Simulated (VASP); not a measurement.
# Mn (P6_3/mmc) in VASP: a series of runs, part 3 of 3

VASP 6.6.1. Earlier steps stand in the parts before.

**4. Single point, PBEsol (strain -0.015 along x and y, +0.030 along z)**

Contents of INCAR:

```
  PREC = Accurate
  ENCUT = 520
  EDIFF = 1E-6
  ISMEAR = 0
  SIGMA = 0.15
  LREAL = False
  LASPH = True
  NELM = 100
  ALGO = Fast
  ISIF = 2
  LWAVE = False
  LCHARG = False
  GGA = PS
  NBANDS = 20
```

Contents of KPOINTS:

```
regular mesh
0
Gamma
  21 21 12
```

Contents of POSCAR:

```
Mn
1.0
    2.4463910840      0.0000000000      0.0000000000
   -1.2231955420      2.1186368263      0.0000000000
    0.0000000000      0.0000000000      4.1469808500
Mn
2
Direct
    0.6666666667      0.3333333333      0.7500000000
    0.3333333333      0.6666666667      0.2500000000
```

Potentials or basis: VASP PAW PBE potentials, release 64 (Mn_pv).

The run is started by

```
$ cat potpaw_PBE.64/Mn_pv/POTCAR > POTCAR
$ mpirun -np 1 vasp_std > vasp.out
```

OUTCAR:

```text
PREC = Accurate
   ENCUT = 520
   EDIFF = 1E-6
   ISMEAR = 0
   LREAL = False
   LASPH = True
   NELM = 100
   ISIF = 2
   GGA = PS

 ion  position               nearest neighbor table
   1  0.667  0.333  0.750-   2 2.51   2 2.51   2 2.51   2 2.51   2 2.51   2 2.51
   2  0.333  0.667  0.250-   1 2.51   1 2.51   1 2.51   1 2.51   1 2.51   1 2.51

  LATTYP: Found a hexagonal cell.
 ALAT       =     2.4463910840
 C/A-ratio  =     1.6951422351

  Lattice vectors:

 A1 = (   2.4463910840,   0.0000000000,   0.0000000000)
 A2 = (  -1.2231955420,   2.1186368263,   0.0000000000)
 A3 = (   0.0000000000,   0.0000000000,   4.1469808500)

Analysis of symmetry for initial positions (statically):
=====================================================================
 Subroutine PRICEL returns:
 Original cell was already a primitive cell.

 Routine SETGRP: Setting up the symmetry group for a
 hexagonal supercell.

 Subroutine GETGRP returns: Found 24 space group operations
 (whereof 12 operations were pure point group operations)
 out of a pool of 24 trial point group operations.

The static configuration has the point symmetry D_3d.
 The point group associated with its full space group is D_6h.

Analysis of symmetry for dynamics (positions and initial velocities):
=====================================================================
 Subroutine PRICEL returns:
 Original cell was already a primitive cell.

 Routine SETGRP: Setting up the symmetry group for a
 hexagonal supercell.

 Subroutine GETGRP returns: Found 24 space group operations
 (whereof 12 operations were pure point group operations)
 out of a pool of 24 trial point group operations.

The dynamic configuration has the point symmetry D_3d.
 The point group associated with its full space group is D_6h.

 Subroutine INISYM returns: Found 24 space group operations
 (whereof 12 operations are pure point group operations),
 and found     1 'primitive' translations

----------------------------------------------------------------------------------------

                                     Primitive cell

  volume of cell :      21.4939

  direct lattice vectors                    reciprocal lattice vectors
     2.446391084  0.000000000  0.000000000     0.408765388  0.236000807  0.000000000
    -1.223195542  2.118636826  0.000000000     0.000000000  0.472001613  0.000000000
     0.000000000  0.000000000  4.146980850     0.000000000  0.000000000  0.241139286

  length of vectors
     2.446391084  2.446391084  4.146980850     0.472001613  0.472001613  0.241139286

  position of ions in fractional coordinates (direct lattice)
     0.666666667  0.333333333  0.750000000
     0.333333333  0.666666667  0.250000000

  ion indices of the primitive-cell ions
   primitive index   ion index
                 1           1
                 2           2

----------------------------------------------------------------------------------------

 KPOINTS: regular mesh

Automatic generation of k-mesh.
 Grid dimensions read from file:
 generate k-points for:   21   21   12

 Generating k-lattice:

  Cartesian coordinates                     Fractional coordinates (reciprocal lattice)
     0.019465018  0.011238134  0.000000000     0.047619048  0.000000000  0.000000000
     0.000000000  0.022476267  0.000000000     0.000000000  0.047619048  0.000000000
     0.000000000  0.000000000  0.020094940     0.000000000  0.000000000  0.083333333

  Length of vectors
     0.022476267  0.022476267  0.020094940

  Shift w.r.t. Gamma in fractional coordinates (k-lattice)
     0.000000000  0.000000000  0.000000000

 Subroutine IBZKPT returns following result:
 ===========================================

 Found    336 irreducible k-points:

 Following reciprocal coordinates:
            Coordinates               Weight
  0.000000  0.000000  0.000000      1.000000
  0.047619  0.000000  0.000000      6.000000
  0.095238  0.000000  0.000000      6.000000
  0.142857  0.000000  0.000000      6.000000
  0.190476  0.000000  0.000000      6.000000
  0.238095  0.000000  0.000000      6.000000
[... 16 lines left out ...]
  0.142857  0.095238  0.000000     12.000000
  0.190476  0.095238  0.000000     12.000000
 [... further k-points ...]
   k-points           NKPTS =    336   k-points in BZ     NKDIM =    336   number of bands    NBANDS=     20
   number of dos      NEDOS =    301   number of ions     NIONS =      2
   total plane-waves  NPLWV =  10368
   dimension x,y,z NGX =    18 NGY =   18 NGZ =   32
   dimension x,y,z NGXF=    36 NGYF=   36 NGZF=   64
   ions per type =               2
   NGX,Y,Z   is equivalent  to a cutoff of  12.23, 12.23, 12.83 a.u.
   NGXF,Y,Z  is equivalent  to a cutoff of  24.46, 24.46, 25.66 a.u.
 SYSTEM =  unknown system
   PREC   = accura    normal or accurate (medium, high low for compatibility)
   ISTART =      0    job   : 0-new  1-cont  2-samecut
   ICHARG =      2    charge: 1-file 2-atom 10-const
   ISPIN  =      1    spin polarized calculation?
   LNONCOLLINEAR =      F non collinear calculations
   LSORBIT =      F    spin-orbit coupling
   LASPH  =      T    aspherical Exc in radial PAW
   ENCUT  =  520.0 eV  38.22 Ry    6.18 a.u.   4.55  4.55  7.71*2*pi/ulx,y,z
   NELM   =    100;   NELMIN=  2; NELMDL= -5     # of ELM steps
   EDIFF  = 0.1E-05   stopping-criterion for ELM
   LREAL  =      F    real-space projection
   EDIFFG = 0.1E-04   stopping-criterion for IOM
   NSW    =      0    number of steps for IOM
   IBRION =     -1    ionic relax: 0-MD 1-quasi-New 2-CG
   NFREE  =      0    steps in history (QN), initial steepest desc. (CG)
   ISIF   =      2    stress and relaxation
   ISYM   =      2    0-nonsym 1-usesym 2-fastsym
   POTIM  = 0.5000    time-step for ionic-motion
   TEBEG  =    0.0;   TEEND  =   0.0 temperature during run
   PSTRESS=    0.0 pullay stress
   NELECT =      26.0000    total number of electrons
   NUPDOWN=      -1.0000    fix difference up-down
   EMIN   =  10.00;   EMAX   =-10.00  energy-range for DOS
   EFERMI =   0.00;   METHOD = LEGACY
   ISMEAR =     0;   SIGMA  =   0.15  broadening in eV -4-tet -1-fermi 0-gaus
   EFERMI_NEDOS =   21; number of points for ismear=-14 and -15
   IALGO  =     68    algorithm
   IMIX   =      4    mixing-type and parameters
     AMIX     =   0.40;   BMIX     =  1.00
     AMIX_MAG =   1.60;   BMIX_MAG =  1.00
  volume/ion in A,a.u.               =      10.75        72.52
  Fermi-wavevector in a.u.,A,eV,Ry     =   1.744327  3.296299 41.398110  3.042675
  Thomas-Fermi vector in A             =   2.816228
   LORBIT       =      0    0 simple, 1 ext, 2 COOP (PROOUT), +10 PAW based schemes
   GGA     = PS    functional components
   LHFCALC =     F    Hartree Fock is set to
   AEXX    =    0.0000 exact exchange contribution
   IVDW    =     0    specifies the selected vdW correction
   LEPSILON=     F    determine dielectric tensor
   LRPA    =     F    only Hartree local field effects (RPA)
 non-spin polarized calculation
 RMM-DIIS sequential band-by-band and
 Gauss-broadening in eV      SIGMA  =   0.15
  energy-cutoff  :      520.00
  volume of cell :       21.49
 maximum number of plane-waves:       598
   NGX =  9   NGY =  9   NGZ = 15

 number of electron      26.0000010 magnetization

 Free energy of the ion-electron system (eV)
  ---------------------------------------------------
  ext. energy  EPLUGINS =         0.00000000
  ---------------------------------------------------
  free energy    TOTEN  =       -19.36339482 eV

  energy without entropy =      -19.33274923  energy(sigma->0) =      -19.34807202

 E-fermi :  10.2388     XC(G=0): -14.1871

 val. band max:       10.2381711036   @ k =   0.3333   0.1905   0.4167
 cond. band min:      10.2415197220   @ k =   0.3810   0.0952   0.2500
 fundamental gap:      0.0033486184
 Fermi energy:        10.2387856287

 k-point     1 :       0.0000    0.0000    0.0000
  band No.  band energies     occupation
      1     -37.9157      2.00000
      2     -37.2140      2.00000
      3     -37.2053      2.00000
      4     -37.2053      2.00000
      5     -37.1238      2.00000
      6     -37.1238      2.00000
[... 12 lines left out ...]
     19      18.8410      0.00000
     20      31.5034      0.00000
[... 507 lines left out ...]
 k-point    24 :       0.1905    0.0952    0.0000
  band No.  band energies     occupation
      1     -37.7743      2.00000
      2     -37.5187      2.00000
      3     -37.4665      2.00000
      4     -37.2980      2.00000
      5     -37.2576      2.00000
      6     -37.2037      2.00000
[... 12 lines left out ...]
     19      19.0129      0.00000
     20      25.7949      0.00000

 [... further k-points ...]

------------------------ aborting loop because EDIFF is reached ----------------------------------------

  FORCE on cell =-STRESS in cart. coord.  units (eV):
  Direction    XX          YY          ZZ          XY          YZ          ZX
  --------------------------------------------------------------------------------------
  -------------------------------------------------------------------------------------
  Total       -0.7203123     -0.7203123     -2.9766917     -0.0000000      0.0000000      0.0000000
  in kB      -53.6929130    -53.6929130   -221.8860542     -0.0000000      0.0000000      0.0000000
  external PRESSURE =    -109.7572934 kB  Pullay stress =       0.0000000 kB

 VOLUME and BASIS-vectors are now :
 -----------------------------------------------------------------------------
  energy-cutoff  :      520.00
  volume of cell :       21.49
      direct lattice vectors                 reciprocal lattice vectors
     2.446391084  0.000000000  0.000000000     0.408765388  0.236000807  0.000000000
    -1.223195542  2.118636826  0.000000000     0.000000000  0.472001613  0.000000000
     0.000000000  0.000000000  4.146980850     0.000000000  0.000000000  0.241139286

 POSITION                                       TOTAL-FORCE (eV/Angst)
 -----------------------------------------------------------------------------------
      1.22320      0.70621      3.11024         0.000000     -0.000000      0.000000
     -0.00000      1.41242      1.03675        -0.000000      0.000000      0.000000
 -----------------------------------------------------------------------------------
    total drift:                               -0.000000      0.000000     -0.000000

  FREE ENERGIE OF THE ION-ELECTRON SYSTEM (eV)
  ---------------------------------------------------
  free  energy   TOTEN  =       -19.3633948195 eV

  energy  without entropy=      -19.3327492278  energy(sigma->0) =      -19.34807202
```

Run time: 2.8 min. Hardware: 1 thread of Intel Xeon Platinum 8375C at 2.90GHz (Ice Lake), shared host; peak memory 0.22 GiB.

What came out:

```
Free energy            : -19.3634 eV
Pressure               : -11.0 GPa
Band gap on the k mesh : zero (band 13 reaches 11.19 eV, above the bottom of band 14 at 9.27 eV)
```

Levels at points of the mesh, in eV from the Fermi level:
| k point | band 11 | band 12 | band 13 | band 14 | band 15 | band 16 |
| --- | --- | --- | --- | --- | --- | --- |
| (0.00, 0.00, 0.00) | -0.94 | -0.55 | -0.55 | 0.13 | 0.22 | 0.22 |
| (0.00, 0.00, 0.50) | -0.97 | -0.97 | -0.97 | -0.97 | 1.14 | 1.14 |

Caveat: the cell differs from its parent crystal (strain -0.015 along x and y, +0.030 along z); the PAW data sets were made with another functional, which shifts forces and pressure a little; the run has no spin polarisation, though such a crystal can be magnetic.

**5. The runs side by side**

```tsv
cell	further INCAR settings	gap on the mesh (eV)	pressure (GPa)
a = 2.446, b = 2.446, c = 4.026 Å, angles 90.0, 90.0, 120.0°, 2 atoms	ALGO = Fast; EDIFF = 1e-06; NBANDS = 20	none	-3.1
a = 2.484, b = 2.484, c = 3.966 Å, angles 90.0, 90.0, 120.0°, 2 atoms	ALGO = Fast; EDIFF = 1e-07; NBANDS = 20	none	-7.6
a = 2.446, b = 2.446, c = 4.147 Å, angles 90.0, 90.0, 120.0°, 2 atoms	ALGO = Fast; EDIFF = 1e-06; NBANDS = 20	none	-11.0
```

Alike in all rows: task single point; level PBEsol; potentials or basis VASP PAW PBE potentials, release 64 (Mn_pv); no spin polarisation; k mesh 21 × 21 × 12; cutoff (eV) 520; smearing gaussian 0.15 eV.

Caveats: the PAW data sets were made with another functional, which shifts forces and pressure a little; the run has no spin polarisation, though such a crystal can be magnetic.

Total energies depend on the potentials used, so only differences within one code and one set of settings carry meaning.
